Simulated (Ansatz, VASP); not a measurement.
# Tl: VASP beside Ansatz

```
Tl
1.0
     3.45631    0.00000    0.00000
    -1.72815    2.99325    0.00000
     0.00000    0.00000   11.69048
Tl
4
Direct
  0.00000 0.00000 0.00000
  0.33333 0.66667 0.25000
  0.00000 0.00000 0.50000
  0.66667 0.33333 0.75000
```

Change from the starting cell: strain along c alone, the other axes held, atoms relaxed: +3.0 %.

Alike in both runs: task single point; functional PBE; dispersion D3(BJ); k mesh 18 × 18 × 6; occupations gaussian, width 0.1 eV; no spin polarisation.

|  | VASP | Ansatz |
| --- | --- | --- |
| version | VASP 6.6.1 | Ansatz 0.2.0 |
| potentials or method | VASP PAW PBE potentials, release 64 (Tl_d), cutoff 520 eV | scalar-relativistic, plane waves, PAW |
| valence electrons in the cell | 52 | 52 |

```csv
,VASP,Ansatz,Ansatz less VASP
gap on the k mesh at the Fermi level (eV),none,none,-
pressure (GPa),-0.9,-0.9,+0.07
"traceless stress, the component that is largest in VASP (GPa)",-0.61,-0.61,-0.001
```

A gap of «none» marks a metal or a gap that the smearing closes.

Neither program's run includes spin-orbit coupling.
